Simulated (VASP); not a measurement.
# Ga2O3 (R-3c) in VASP: relaxation of cell and atoms with LDA

Aim: the relaxation of cell and atoms of Ga2O3 with LDA.

All numbers are computed with VASP 6.6.1; they aren't measurements. Logs are shortened: lines on timing, memory, paths and dates and some standing lists are left out, and cuts for length are marked.

### 1 The cell of the first run

Symmetry: R-3c, No. 167, trigonal system. Conventional cell: a = 4.982 Å, b = 4.982 Å, c = 13.433 Å, α = 90.00°, β = 90.00°, γ = 120.00°. Ga (site symmetry 3) has 6 O at 1.92 to 2.08 Å within 2.5 Å. Within 2.5 Å of O (site symmetry 2) lie 4 Ga at 1.92 to 2.08 Å.

### 2 Relaxation of cell and atoms, LDA

INCAR

```
SYSTEM = Ga2O3
  ALGO = Normal
  EDIFF = 1E-6
  EDIFFG = -0.005
  ENCUT = 600
  GGA = CA
  IBRION = 2
  ISIF = 3
  ISMEAR = 0
  LASPH = .True.
  LCHARG = .False.
  LREAL = .False.
  LWAVE = .False.
  NELM = 60
  NSW = 100
  PREC = Accurate
  SIGMA = 0.02
```

KPOINTS

```
k-points
0
Gamma
  6 6 6
  0 0 0
```

POSCAR

```
Ga2O3
1.0
    2.4912496591      1.4383236613      4.4776700000
   -2.4912496591      1.4383236613      4.4776700000
    0.0000000000     -2.8766473226      4.4776700000
Ga O
4 6
Direct
    0.3554000000      0.3554000000      0.3554000000
    0.1446000000      0.1446000000      0.1446000000
    0.6446000000      0.6446000000      0.6446000000
    0.8554000000      0.8554000000      0.8554000000
    0.5549000000      0.9451000000      0.2500000000
    0.2500000000      0.5549000000      0.9451000000
    0.9451000000      0.2500000000      0.5549000000
    0.4451000000      0.0549000000      0.7500000000
    0.7500000000      0.4451000000      0.0549000000
    0.0549000000      0.7500000000      0.4451000000
```

Potentials or basis: VASP PAW LDA potentials, release 64 (Ga_d, O).

On the command line:

```sh
$ cat potpaw_LDA.64/Ga_d/POTCAR potpaw_LDA.64/O/POTCAR > POTCAR
$ mpirun -np 1 vasp_std > vasp.out
```

OUTCAR:

```text
SYSTEM = Ga2O3
   EDIFF = 1E-6
   EDIFFG = -0.005
   ENCUT = 600
   GGA = CA
   IBRION = 2
   ISIF = 3
   ISMEAR = 0
   LASPH = .True.
   LREAL = .False.
   NELM = 60
   NSW = 100
   PREC = Accurate

 ion  position               nearest neighbor table
   1  0.355  0.355  0.355-  10 1.92   8 1.92   9 1.92   5 2.08   7 2.08   6 2.08   2 2.83
   2  0.145  0.145  0.145-   9 1.92   8 1.92  10 1.92   5 2.08   7 2.08   6 2.08   1 2.83
   3  0.645  0.645  0.645-   7 1.92   5 1.92   6 1.92   8 2.08   9 2.08  10 2.08   4 2.83
   4  0.855  0.855  0.855-   6 1.92   5 1.92   7 1.92   8 2.08   9 2.08  10 2.08   3 2.83
   5  0.555  0.945  0.250-   3 1.92   4 1.92   1 2.08   2 2.08
   6  0.250  0.555  0.945-   4 1.92   3 1.92   1 2.08   2 2.08
   7  0.945  0.250  0.555-   3 1.92   4 1.92   1 2.08   2 2.08
   8  0.445  0.055  0.750-   1 1.92   2 1.92   3 2.08   4 2.08
   9  0.750  0.445  0.055-   2 1.92   1 1.92   3 2.08   4 2.08
  10  0.055  0.750  0.445-   1 1.92   2 1.92   3 2.08   4 2.08

  LATTYP: Found a trigonal (rhomboedric) cell.
 ALAT       =     5.3220887298
 COS(alpha) =     0.5617718428

  Lattice vectors:

 A1 = (   2.4912496591,   1.4383236613,   4.4776700000)
 A2 = (  -2.4912496591,   1.4383236613,   4.4776700000)
 A3 = (   0.0000000000,  -2.8766473226,   4.4776700000)

Analysis of symmetry for initial positions (statically):
=====================================================================
 Subroutine PRICEL returns:
 Original cell was already a primitive cell.

 Routine SETGRP: Setting up the symmetry group for a
 trigonal (rhombohedral) supercell.

 Subroutine GETGRP returns: Found 12 space group operations
 (whereof  6 operations were pure point group operations)
 out of a pool of 12 trial point group operations.

The static configuration has the point symmetry S_6 .
 The point group associated with its full space group is D_3d.

Analysis of symmetry for dynamics (positions and initial velocities):
=====================================================================
 Subroutine PRICEL returns:
 Original cell was already a primitive cell.

 Routine SETGRP: Setting up the symmetry group for a
 trigonal (rhombohedral) supercell.

 Subroutine GETGRP returns: Found 12 space group operations
 (whereof  6 operations were pure point group operations)
 out of a pool of 12 trial point group operations.

The dynamic configuration has the point symmetry S_6 .
 The point group associated with its full space group is D_3d.

 Subroutine INISYM returns: Found 12 space group operations
 (whereof  6 operations are pure point group operations),
[... 136 lines left out ...]
   LORBIT       =      0    0 simple, 1 ext, 2 COOP (PROOUT), +10 PAW based schemes
   GGA     = CA    functional components
   LHFCALC =     F    Hartree Fock is set to
   AEXX    =    0.0000 exact exchange contribution
   IVDW    =     0    specifies the selected vdW correction
   LEPSILON=     F    determine dielectric tensor
   LRPA    =     F    only Hartree local field effects (RPA)
 conjugate gradient relaxation of ions
 non-spin polarized calculation
 Gauss-broadening in eV      SIGMA  =   0.02
  energy-cutoff  :      600.00
  volume of cell :       96.27
 maximum number of plane-waves:      3233
 NGX is ok and might be reduce to    48
   NGX = 21   NGY = 21   NGZ = 21

--------------------------------------- Ionic step        1  -------------------------------------------

 number of electron      88.0000004 magnetization

 Free energy of the ion-electron system (eV)
  ---------------------------------------------------
  ext. energy  EPLUGINS =         0.00000000
  ---------------------------------------------------
  free energy    TOTEN  =       -68.26907087 eV

  energy without entropy =      -68.26907087  energy(sigma->0) =      -68.26907087

------------------------ aborting loop because EDIFF is reached ----------------------------------------

  FORCE on cell =-STRESS in cart. coord.  units (eV):
  Direction    XX          YY          ZZ          XY          YZ          ZX
  --------------------------------------------------------------------------------------
  -------------------------------------------------------------------------------------
  Total       -2.0465741     -2.0465741     -2.2744228      0.0000000      0.0000000      0.0000000
  in kB      -34.0612709    -34.0612709    -37.8533721      0.0000000      0.0000000      0.0000000
  external PRESSURE =     -35.3253046 kB  Pullay stress =       0.0000000 kB
[... 113 lines left out ...]
  FREE ENERGIE OF THE ION-ELECTRON SYSTEM (eV)
  ---------------------------------------------------
  free  energy   TOTEN  =       -68.2911979470 eV

  energy  without entropy=      -68.2911979470  energy(sigma->0) =      -68.29119795

[... ionic steps 4 to 8 ...]

--------------------------------------- Ionic step        9  -------------------------------------------

 number of electron      88.0000002 magnetization

------------------------ aborting loop because EDIFF is reached ----------------------------------------
[... 83 lines left out ...]
--------------------------------------- Ionic step       11  -------------------------------------------

 number of electron      88.0000002 magnetization

 Free energy of the ion-electron system (eV)
  ---------------------------------------------------
  ext. energy  EPLUGINS =         0.00000000
  ---------------------------------------------------
  free energy    TOTEN  =       -68.29384766 eV

  energy without entropy =      -68.29384766  energy(sigma->0) =      -68.29384766

 E-fermi :   4.5943     XC(G=0): -12.8595

 val. band max:        4.4738294252   @ k =  -0.1667   0.1667   0.0000
 cond. band min:       7.4594570998   @ k =   0.0000   0.0000   0.0000
 fundamental gap:      2.9856276746
 Fermi energy:         4.5942671438

 k-point     1 :       0.0000    0.0000    0.0000
  band No.  band energies     occupation
      1     -14.4917      2.00000
      2     -12.3378      2.00000
      3     -12.3378      2.00000
      4     -12.2831      2.00000
      5     -12.2655      2.00000
      6     -12.2655      2.00000
[... 1309 lines left out ...]
     51      14.3642      0.00000
     52      15.2300      0.00000

 [... further k-points ...]

------------------------ aborting loop because EDIFF is reached ----------------------------------------

  FORCE on cell =-STRESS in cart. coord.  units (eV):
  Direction    XX          YY          ZZ          XY          YZ          ZX
  --------------------------------------------------------------------------------------
  -------------------------------------------------------------------------------------
  Total        0.0185077      0.0185077     -0.0255333      0.0000000      0.0000000      0.0000000
  in kB        0.3130238      0.3130238     -0.4318475      0.0000000      0.0000000      0.0000000
  external PRESSURE =       0.0647334 kB  Pullay stress =       0.0000000 kB
[... 25 lines left out ...]
  FREE ENERGIE OF THE ION-ELECTRON SYSTEM (eV)
  ---------------------------------------------------
  free  energy   TOTEN  =       -68.2938476639 eV

  energy  without entropy=      -68.2938476639  energy(sigma->0) =      -68.29384766

 reached required accuracy - stopping structural energy minimisation
```

CONTCAR:

```text
Ga2O3
   1.00000000000000
     2.4807587150077755    1.4322667119043000    4.4435189785984619
    -2.4807587150077755    1.4322667119043000    4.4435189785984619
     0.0000000000000000   -2.8645334238086000    4.4435189785984619
  Ga              O
     4     6
Direct
     0.3557188033021315    0.3557188033021315    0.3557188033021315
     0.1442811966978686    0.1442811966978686    0.1442811966978686
     0.6442811966978687    0.6442811966978687    0.6442811966978687
     0.8557188033021313    0.8557188033021313    0.8557188033021313
     0.5525122110673580    0.9474877889326420    0.2500000000000000
     0.2500000000000000    0.5525122110673580    0.9474877889326420
     0.9474877889326420    0.2500000000000000    0.5525122110673580
     0.4474877889326420    0.0525122110673580    0.7500000000000000
     0.7500000000000000    0.4474877889326420    0.0525122110673580
     0.0525122110673580    0.7500000000000000    0.4474877889326420

  0.00000000E+00  0.00000000E+00  0.00000000E+00
  0.00000000E+00  0.00000000E+00  0.00000000E+00
  0.00000000E+00  0.00000000E+00  0.00000000E+00
  0.00000000E+00  0.00000000E+00  0.00000000E+00
  0.00000000E+00  0.00000000E+00  0.00000000E+00
  0.00000000E+00  0.00000000E+00  0.00000000E+00
  0.00000000E+00  0.00000000E+00  0.00000000E+00
  0.00000000E+00  0.00000000E+00  0.00000000E+00
  0.00000000E+00  0.00000000E+00  0.00000000E+00
  0.00000000E+00  0.00000000E+00  0.00000000E+00
```

Run time: 15 min. Hardware: 1 thread of Intel Xeon 6975P-C (Granite Rapids), shared host; peak memory 0.37 GiB.

What came out:

```
Free energy                           : -68.2938 eV
Relaxed volume                        : 9.47 Å³/atom
Relaxed cell                          : a = 5.287 Å, b = 5.287 Å, c = 5.287 Å, α = 55.97°, β = 55.97°, γ = 55.97°
Space group after relaxing (to 0.1 Å) : R-3c (No. 167)
Energy gained by relaxing             : 2.5 meV/atom
Ionic steps                           : 11
Pressure after relaxing               : 0.0 GPa
Band gap on the k mesh                : 2.99 eV (least direct gap 3.26 eV)
```

Step by step:
| step | energy change (eV) | largest force (eV/Å) | pressure (GPa) | volume (Å³) |
| --- | --- | --- | --- | --- |
| 1 | 0.0000 | 0.1991 | -3.53 | 96.27 |
| 2 | -0.0075 | 0.0542 | 3.75 | 93.34 |
| 3 | -0.0221 | 0.1030 | 0.33 | 94.62 |
| 4 | -0.0243 | 0.0440 | -0.01 | 94.73 |
| 5 | -0.0243 | 0.0483 | 0.01 | 94.74 |
| 6 | -0.0243 | 0.0488 | 0.00 | 94.75 |
| 7 | -0.0247 | 0.0228 | -0.10 | 94.76 |
| 8 | -0.0248 | 0.0062 | -0.12 | 94.77 |
| 9 | -0.0248 | 0.0008 | -0.10 | 94.78 |
| 10 | -0.0248 | 0.0010 | 0.15 | 94.69 |
| 11 | -0.0248 | 0.0010 | 0.01 | 94.73 |

Final structure:
```
Ga O
1.0
     2.48076    1.43227    4.44352
    -2.48076    1.43227    4.44352
     0.00000   -2.86453    4.44352
Ga O
4 6
Cartesian
  0.0000 0.0000 4.7419
  0.0000 0.0000 1.9233
  0.0000 0.0000 8.5886
  0.0000 0.0000 11.4072
  -0.9798 1.4323 7.7762
  -0.7505 -1.5647 7.7762
  1.7303 0.1324 7.7762
  0.9798 -1.4323 5.5544
  0.7505 1.5647 5.5544
  -1.7303 -0.1324 5.5544
```

Levels at points of the mesh, in eV from the valence-band top:
```tsv
k point	band 41	band 42	band 43	band 44	band 45	band 46	band 47	band 48
(0.00, 0.00, 0.00)	-0.32	-0.32	-0.27	-0.27	2.99	6.68	6.75	8.86
(0.50, 0.00, 0.00)	-1.03	-1.03	-0.16	-0.16	6.49	6.49	6.76	6.76
(0.50, 0.50, 0.00)	-0.90	-0.71	-0.25	-0.15	6.66	6.82	7.57	7.80
(0.50, 0.50, 0.50)	-0.31	-0.31	-0.31	-0.31	5.97	5.97	7.85	7.85
```
